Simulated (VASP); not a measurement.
# CuAu (P4/mmm) in VASP: further runs

Runs on CuAu. Level: PBE. Tasks: single point, relaxation of cell and atoms.

Everything below comes from runs of VASP 6.6.1. Logs are shortened: lines on timing, memory, paths and dates and some standing lists are left out, and cuts for length are marked.

### 1 The cell of the first run

Symmetry: P4/mmm, No. 123, tetragonal system. Conventional cell: a = 2.909 Å, b = 2.909 Å, c = 3.543 Å, α = 90.00°, β = 90.00°, γ = 90.00°. Cu (site symmetry 4/mmm) has 8 Au at 2.71 Å and 6 Cu at 2.91 to 3.54 Å within 3.6 Å. Au (site symmetry 4/mmm) has 8 Cu at 2.71 Å and 6 Au at 2.91 to 3.54 Å within 3.6 Å.

### 2 Single point, PBE

INCAR reads:

```
SYSTEM = CuAu
PREC = Accurate ; ENCUT = 520
EDIFF = 1E-7 ; ISMEAR = -1
SIGMA = 0.05 ; LREAL = .FALSE.
LASPH = .TRUE. ; NELM = 80
ALGO = Normal ; ISIF = 2
LWAVE = .FALSE. ; LCHARG = .FALSE.
GGA = PE ; NBANDS = 18
```

KPOINTS reads:

```
regular mesh
0
G
  15 15 11
  0 0 0
```

POSCAR reads:

```
CuAu
1.0
    2.9092952427      0.0000000000      0.0000000000
    0.0000000000      2.9092952427      0.0000000000
    0.0000000000      0.0000000000      3.5425161057
Cu Au
1 1
Direct
    0.5000000000      0.5000000000      0.5000000000
    0.0000000000      0.0000000000      0.0000000000
```

Potentials or basis: VASP PAW PBE potentials, release 64 (Cu, Au).

Run with:

```console
$ cat potpaw_PBE.64/Cu/POTCAR potpaw_PBE.64/Au/POTCAR > POTCAR
$ mpirun -np 1 vasp_std > vasp.out
```

OUTCAR:

```text
SYSTEM = CuAu
   PREC = Accurate
   ENCUT = 520
   EDIFF = 1E-7
   ISMEAR = -1
   LREAL = .FALSE.
   LASPH = .TRUE.
   NELM = 80
   ISIF = 2
   GGA = PE

 ion  position               nearest neighbor table
   1  0.500  0.500  0.500-   2 2.71   2 2.71   2 2.71   2 2.71   2 2.71   2 2.71   2 2.71   2 2.71

   2  0.000  0.000  0.000-   1 2.71   1 2.71   1 2.71   1 2.71   1 2.71   1 2.71   1 2.71   1 2.71

  LATTYP: Found a simple tetragonal cell.
 ALAT       =     2.9092952427
 C/A-ratio  =     1.2176543837

  Lattice vectors:

 A1 = (   2.9092952427,   0.0000000000,   0.0000000000)
 A2 = (   0.0000000000,   2.9092952427,   0.0000000000)
 A3 = (   0.0000000000,   0.0000000000,   3.5425161057)

Analysis of symmetry for initial positions (statically):
=====================================================================
 Subroutine PRICEL returns:
 Original cell was already a primitive cell.

 Routine SETGRP: Setting up the symmetry group for a
 simple tetragonal supercell.

 Subroutine GETGRP returns: Found 16 space group operations
 (whereof 16 operations were pure point group operations)
 out of a pool of 16 trial point group operations.

The static configuration has the point symmetry D_4h.

Analysis of symmetry for dynamics (positions and initial velocities):
=====================================================================
 Subroutine PRICEL returns:
 Original cell was already a primitive cell.

 Routine SETGRP: Setting up the symmetry group for a
 simple tetragonal supercell.

 Subroutine GETGRP returns: Found 16 space group operations
 (whereof 16 operations were pure point group operations)
 out of a pool of 16 trial point group operations.

The dynamic configuration has the point symmetry D_4h.

 Subroutine INISYM returns: Found 16 space group operations
 (whereof 16 operations are pure point group operations),
 and found     1 'primitive' translations

----------------------------------------------------------------------------------------

                                     Primitive cell

  volume of cell :      29.9839

  direct lattice vectors                    reciprocal lattice vectors
     2.909295243  0.000000000  0.000000000     0.343725857  0.000000000  0.000000000
     0.000000000  2.909295243  0.000000000     0.000000000  0.343725857  0.000000000
     0.000000000  0.000000000  3.542516106     0.000000000  0.000000000  0.282285237

  length of vectors
     2.909295243  2.909295243  3.542516106     0.343725857  0.343725857  0.282285237

  position of ions in fractional coordinates (direct lattice)
     0.500000000  0.500000000  0.500000000
     0.000000000  0.000000000  0.000000000

  ion indices of the primitive-cell ions
   primitive index   ion index
                 1           1
                 2           2

----------------------------------------------------------------------------------------

 KPOINTS: regular mesh

Automatic generation of k-mesh.
 Grid dimensions read from file:
 generate k-points for:   15   15   11

 Generating k-lattice:

  Cartesian coordinates                     Fractional coordinates (reciprocal lattice)
     0.022915057  0.000000000  0.000000000     0.066666667  0.000000000  0.000000000
     0.000000000  0.022915057  0.000000000     0.000000000  0.066666667  0.000000000
     0.000000000  0.000000000  0.025662294     0.000000000  0.000000000  0.090909091

  Length of vectors
     0.022915057  0.022915057  0.025662294

  Shift w.r.t. Gamma in fractional coordinates (k-lattice)
     0.000000000  0.000000000  0.000000000

 Subroutine IBZKPT returns following result:
 ===========================================

 Found    216 irreducible k-points:

 Following reciprocal coordinates:
            Coordinates               Weight
  0.000000  0.000000  0.000000      1.000000
  0.066667  0.000000  0.000000      4.000000
  0.133333  0.000000  0.000000      4.000000
  0.200000  0.000000  0.000000      4.000000
  0.266667  0.000000  0.000000      4.000000
  0.333333  0.000000  0.000000      4.000000
[... 16 lines left out ...]
  0.266667  0.200000  0.000000      8.000000
  0.333333  0.200000  0.000000      8.000000
 [... further k-points ...]
   k-points           NKPTS =    216   k-points in BZ     NKDIM =    216   number of bands    NBANDS=     18
   number of dos      NEDOS =    301   number of ions     NIONS =      2
   total plane-waves  NPLWV =  16128
   dimension x,y,z NGX =    24 NGY =   24 NGZ =   28
   dimension x,y,z NGXF=    48 NGYF=   48 NGZF=   56
   ions per type =               1   1
   NGX,Y,Z   is equivalent  to a cutoff of  13.71, 13.71, 13.14 a.u.
   NGXF,Y,Z  is equivalent  to a cutoff of  27.43, 27.43, 26.28 a.u.
 SYSTEM =  CuAu
   PREC   = accura    normal or accurate (medium, high low for compatibility)
   ISTART =      0    job   : 0-new  1-cont  2-samecut
   ICHARG =      2    charge: 1-file 2-atom 10-const
   ISPIN  =      1    spin polarized calculation?
   LNONCOLLINEAR =      F non collinear calculations
   LSORBIT =      F    spin-orbit coupling
   LASPH  =      T    aspherical Exc in radial PAW
   ENCUT  =  520.0 eV  38.22 Ry    6.18 a.u.   5.41  5.41  6.59*2*pi/ulx,y,z
   NELM   =     80;   NELMIN=  2; NELMDL= -5     # of ELM steps
   EDIFF  = 0.1E-06   stopping-criterion for ELM
   LREAL  =      F    real-space projection
   EDIFFG = 0.1E-05   stopping-criterion for IOM
   NSW    =      0    number of steps for IOM
   IBRION =     -1    ionic relax: 0-MD 1-quasi-New 2-CG
   NFREE  =      0    steps in history (QN), initial steepest desc. (CG)
   ISIF   =      2    stress and relaxation
   ISYM   =      2    0-nonsym 1-usesym 2-fastsym
   POTIM  = 0.5000    time-step for ionic-motion
   TEBEG  =    0.0;   TEEND  =   0.0 temperature during run
   PSTRESS=    0.0 pullay stress
   NELECT =      22.0000    total number of electrons
   NUPDOWN=      -1.0000    fix difference up-down
   EMIN   =  10.00;   EMAX   =-10.00  energy-range for DOS
   EFERMI =   0.00;   METHOD = LEGACY
   ISMEAR =    -1;   SIGMA  =   0.05  broadening in eV -4-tet -1-fermi 0-gaus
   EFERMI_NEDOS =   21; number of points for ismear=-14 and -15
   IALGO  =     38    algorithm
   IMIX   =      4    mixing-type and parameters
     AMIX     =   0.40;   BMIX     =  1.00
     AMIX_MAG =   1.60;   BMIX_MAG =  1.00
  volume/ion in A,a.u.               =      14.99       101.17
  Fermi-wavevector in a.u.,A,eV,Ry     =   1.476567  2.790308 29.664116  2.180251
  Thomas-Fermi vector in A             =   2.591078
   LORBIT       =      0    0 simple, 1 ext, 2 COOP (PROOUT), +10 PAW based schemes
   GGA     = PE    functional components
[... 5 lines left out ...]
 non-spin polarized calculation
  energy-cutoff  :      520.00
  volume of cell :       29.98
 maximum number of plane-waves:       825
 NGX is ok and might be reduce to    24
   NGX = 11   NGY = 11   NGZ = 13

 number of electron      21.9999989 magnetization

 Free energy of the ion-electron system (eV)
  ---------------------------------------------------
  ext. energy  EPLUGINS =         0.00000000
  ---------------------------------------------------
  free energy    TOTEN  =        -7.06566696 eV

  energy without entropy =       -7.06090574  energy(sigma->0) =       -7.06328635

 E-fermi :   8.2775     XC(G=0): -12.4927

 val. band max:        8.2700391448   @ k =   0.4667   0.0667   0.2727
 cond. band min:       8.2792609595   @ k =   0.4667   0.2000   0.0000
 fundamental gap:      0.0092218147
 Fermi energy:         8.2774527335

 k-point     1 :       0.0000    0.0000    0.0000
  band No.  band energies     occupation
      1      -1.1751      2.00000
      2       2.0713      2.00000
      3       2.1751      2.00000
      4       4.2809      2.00000
      5       4.2809      2.00000
      6       5.0959      2.00000
[... 10 lines left out ...]
     17      24.1342      0.00000
     18      25.9544      0.00000

 k-point     2 :       0.0667    0.0000    0.0000
  band No.  band energies     occupation
      1      -1.0794      2.00000
      2       2.1177      2.00000
      3       2.2240      2.00000
      4       4.2377      2.00000
      5       4.3035      2.00000
      6       5.0624      2.00000
[... 10 lines left out ...]
     17      24.7604      0.00000
     18      25.9959      0.00000

 k-point     3 :       0.1333    0.0000    0.0000
  band No.  band energies     occupation
      1      -0.7990      2.00000
      2       2.2245      2.00000
      3       2.3941      2.00000
      4       4.1129      2.00000
      5       4.3701      2.00000
      6       4.9655      2.00000
[... 10 lines left out ...]
     17      25.9947      0.00000
     18      26.5527      0.00000

 k-point     4 :       0.2000    0.0000    0.0000
  band No.  band energies     occupation
      1      -0.3545      2.00000
      2       2.3660      2.00000
      3       2.6835      2.00000
      4       3.9230      2.00000
      5       4.4758      2.00000
      6       4.8182      2.00000
[... 10 lines left out ...]
     17      25.5428      0.00000
     18      26.7757      0.00000

 k-point     5 :       0.2667    0.0000    0.0000
  band No.  band energies     occupation
      1       0.2155      2.00000
      2       2.5393      2.00000
      3       3.0442      2.00000
      4       3.6997      2.00000
      5       4.6120      2.00000
      6       4.6443      2.00000
[... 10 lines left out ...]
     17      24.4595      0.00000
     18      25.8879      0.00000

 k-point     6 :       0.3333    0.0000    0.0000
  band No.  band energies     occupation
      1       0.8446      2.00000
      2       2.7341      2.00000
      3       3.4085      2.00000
      4       3.4853      2.00000
      5       4.4754      2.00000
      6       4.7643      2.00000
[... 10 lines left out ...]
     17      23.0727      0.00000
     18      24.8515      0.00000

 k-point     7 :       0.4000    0.0000    0.0000
  band No.  band energies     occupation
      1       1.4186      2.00000
      2       2.9348      2.00000
      3       3.3193      2.00000
      4       3.6871      2.00000
      5       4.3431      2.00000
      6       4.9080      2.00000
[... 10 lines left out ...]
     17      22.1529      0.00000
     18      23.9649      0.00000

 k-point     8 :       0.4667    0.0000    0.0000
  band No.  band energies     occupation
      1       1.7716      2.00000
      2       3.0957      2.00000
      3       3.2294      2.00000
      4       3.8109      2.00000
      5       4.2708      2.00000
      6       5.0023      2.00000
[... 10 lines left out ...]
     17      23.4917      0.00000
     18      23.5330      0.00000
[... 229 lines left out ...]
     17      23.1099      0.00000
     18      24.1157      0.00000

 k-point    20 :       0.4000    0.1333    0.0000
  band No.  band energies     occupation
      1       1.7452      2.00000
      2       3.0958      2.00000
      3       3.2419      2.00000
      4       3.2443      2.00000
      5       4.2903      2.00000
      6       4.6522      2.00000
[... 10 lines left out ...]
     17      21.6918      0.00000
     18      23.0770      0.00000

 k-point    21 :       0.4667    0.1333    0.0000
  band No.  band energies     occupation
      1       2.1494      2.00000
      2       3.0855      2.00000
      3       3.1525      2.00000
      4       3.1936      2.00000
      5       4.2807      2.00000
      6       4.8325      2.00000
[... 10 lines left out ...]
     17      20.7370      0.00000
     18      22.5385      0.00000

 k-point    22 :       0.2000    0.2000    0.0000
  band No.  band energies     occupation
      1       0.4273      2.00000
      2       2.8152      2.00000
      3       2.9625      2.00000
      4       3.7348      2.00000
      5       4.1585      2.00000
      6       4.4219      2.00000
[... 10 lines left out ...]
     17      25.4731      0.00000
     18      25.8321      0.00000

 k-point    23 :       0.2667    0.2000    0.0000
  band No.  band energies     occupation
      1       0.9444      2.00000
      2       2.9228      2.00000
      3       3.2658      2.00000
      4       3.5505      2.00000
      5       4.0211      2.00000
      6       4.3234      2.00000
[... 10 lines left out ...]
     17      24.2455      0.00000
     18      24.4933      0.00000

 k-point    24 :       0.3333    0.2000    0.0000
  band No.  band energies     occupation
      1       1.4905      2.00000
      2       2.9753      2.00000
      3       3.3400      2.00000
      4       3.4191      2.00000
      5       3.9322      2.00000
      6       4.5219      2.00000
[... 10 lines left out ...]
     17      23.0588      0.00000
     18      23.1870      0.00000

 [... further k-points ...]

------------------------ aborting loop because EDIFF is reached ----------------------------------------

  FORCE on cell =-STRESS in cart. coord.  units (eV):
  Direction    XX          YY          ZZ          XY          YZ          ZX
  --------------------------------------------------------------------------------------
  -------------------------------------------------------------------------------------
  Total        0.0060965      0.0060965      0.0158032      0.0000000      0.0000000      0.0000000
  in kB        0.3257655      0.3257655      0.8444415      0.0000000      0.0000000      0.0000000
  external PRESSURE =       0.4986575 kB  Pullay stress =       0.0000000 kB

 VOLUME and BASIS-vectors are now :
 -----------------------------------------------------------------------------
  energy-cutoff  :      520.00
  volume of cell :       29.98
      direct lattice vectors                 reciprocal lattice vectors
     2.909295243  0.000000000  0.000000000     0.343725857  0.000000000  0.000000000
     0.000000000  2.909295243  0.000000000     0.000000000  0.343725857  0.000000000
     0.000000000  0.000000000  3.542516106     0.000000000  0.000000000  0.282285237

 POSITION                                       TOTAL-FORCE (eV/Angst)
 -----------------------------------------------------------------------------------
      1.45465      1.45465      1.77126         0.000000      0.000000      0.000000
      0.00000      0.00000      0.00000         0.000000      0.000000      0.000000
 -----------------------------------------------------------------------------------
    total drift:                                0.000000      0.000000     -0.000000

  FREE ENERGIE OF THE ION-ELECTRON SYSTEM (eV)
  ---------------------------------------------------
  free  energy   TOTEN  =        -7.0656669615 eV

  energy  without entropy=       -7.0609057405  energy(sigma->0) =       -7.06328635
```

Run time: 86 s. Hardware: 1 thread of Intel Xeon 8259CL, shared host; peak memory 0.24 GiB.

What came out:

| Property | Result |
| --- | --- |
| Free energy | -7.0657 eV |
| Pressure | 0.0 GPa |
| Band gap on the k mesh | zero (bands 11 and 12 overlap by 6.21 eV) |

Levels at points of the mesh, in eV from the Fermi level:
```
           k point  band 8  band 9  band 10  band 11  band 12  band 13  band 14  band 15
(0.00, 0.00, 0.00)   -2.01   -1.65    -1.46    -1.46     3.25     9.03     9.03     9.11
```

Caveat: spin-orbit coupling is left out, which moves the levels of the heavy elements.

[end of part 1 of 2]

The gap in the log of VASP goes by the Fermi energy; the results here count the filled bands.